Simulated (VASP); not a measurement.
Crystal: MgO3.

```xyz
8
Lattice="4.9394 0.0000 0.0000 -2.4697 4.2777 0.0000 0.0000 0.0000 3.9647" Properties=species:S:1:pos:R:3 pbc="T T T"
Mg    0.0000    2.8518    0.9912
Mg    2.4697    1.4259    2.9735
O     2.4697    2.8489    0.9912
O    -1.2324    3.5633    2.9735
O     1.2373    0.7144    0.9912
O     0.0000    1.4287    2.9735
O     3.7021    0.7144    0.9912
O     1.2324    3.5633    2.9735
```

```yaml
Program: VASP 6.6.1
Task: relaxation of cell and atoms
Functional: PBE
Potentials_or_basis: VASP PAW PBE potentials, release 64 (Mg, O)
Cutoff: 600 eV
k_mesh: 6 × 6 × 4
Occupations: gaussian, width 0.1 eV
Spin: collinear spin, ferromagnetic start
Starting_moments: "[0.0, 0.0, 1.45, 1.45, 1.45, 1.45, 1.45, 1.45] μB"
```

At the start: pressure -7.5 GPa; volume 10.47 Å³/atom.

Problem. Where does the relaxation end?

Solution. Over 40 steps the energy falls by 161.6 meV/atom and the volume is 12.70 Å³/atom (+21.2 %); space group P6_3/mmc (No. 194, to 0.05 Å); moment 4.00 μB per cell.

Step by step:
```
step  energy change (eV)  largest force (eV/Å)  pressure (GPa)  volume (Å³)
   1              0.0000                0.8043           -7.49        83.77
   2             -0.3225                0.5545           -0.74        77.97
   3             -0.3560                0.4371            3.04        75.60
   4             -0.4429                0.3080            2.17        76.62
   5             -0.5274                0.2161            1.01        78.22
   6             -0.6404                0.7023           -5.46        81.48
   7              0.5215                3.6604            6.81        88.25
   8             -0.7115                0.4122           -4.59        82.33
   9             -0.7298                0.2009           -3.97        83.03
  10             -0.6942                0.7035            1.62        81.44
  11             -0.7475                0.0843           -1.99        82.39
  12             -0.7695                0.0465           -0.98        81.25
  13             -0.7798                0.0002            0.32        79.93
  14             -0.7799                0.0048            0.44        79.81
  15             -0.7816                0.0537            0.16        80.04
  16             -0.7833                0.1616           -0.43        80.55
  17             -0.7839                0.1663           -0.43        80.59
  18             -0.7858                0.1802           -0.43        80.71
  19             -0.7903                0.2074           -0.42        80.96
  20             -0.8018                0.2568           -0.37        81.46
  21             -0.8337                0.3383           -0.28        82.42
  22             -0.9275                0.4671            0.22        84.22
  23             -1.0775                0.3304            3.42        87.28
  24             -1.0633                0.2580            4.59        87.91
  25             -1.0756                0.3023            3.88        87.54
  26             -1.0772                0.3011            3.91        87.71
  27             -1.0802                0.2962            3.99        88.22
  28             -1.0776                0.2822            4.23        89.24
  29             -1.0807                0.2916            4.06        88.55
  30             -1.0846                0.2961            3.98        88.68
  31             -1.0960                0.3092            3.71        89.07
  32             -1.1175                0.3338            3.18        89.85
  33             -1.1554                0.3765            2.15        91.44
  34             -1.2102                0.4446            0.26        94.67
  35             -1.2407                0.5409           -2.88       101.35
  36             -1.2729                0.3355           -2.17       102.36
  37             -1.2858                0.0898           -1.36       103.41
  38             -1.2859                0.0694           -1.29       103.49
  39             -1.2906                0.0357           -0.76       102.65
  40             -1.2930                0.0093           -0.03       101.57
```

Final structure:
```
CELL_PARAMETERS angstrom
5.79953 0.00000 0.00000
-2.89977 5.02254 0.00000
0.00000 0.00000 3.48690
ATOMIC_POSITIONS crystal
Mg 0.33333 0.66667 0.25000
Mg 0.66667 0.33333 0.75000
O 0.77816 0.55632 0.25000
O 0.22184 0.77816 0.75000
O 0.44368 0.22184 0.25000
O 0.22184 0.44368 0.75000
O 0.77816 0.22184 0.25000
O 0.55632 0.77816 0.75000
```

Caveat: the k points lie up to 0.45 Å⁻¹ apart in the final cell; the volume moved by over 15 % at a fixed basis, so the end points are rough.
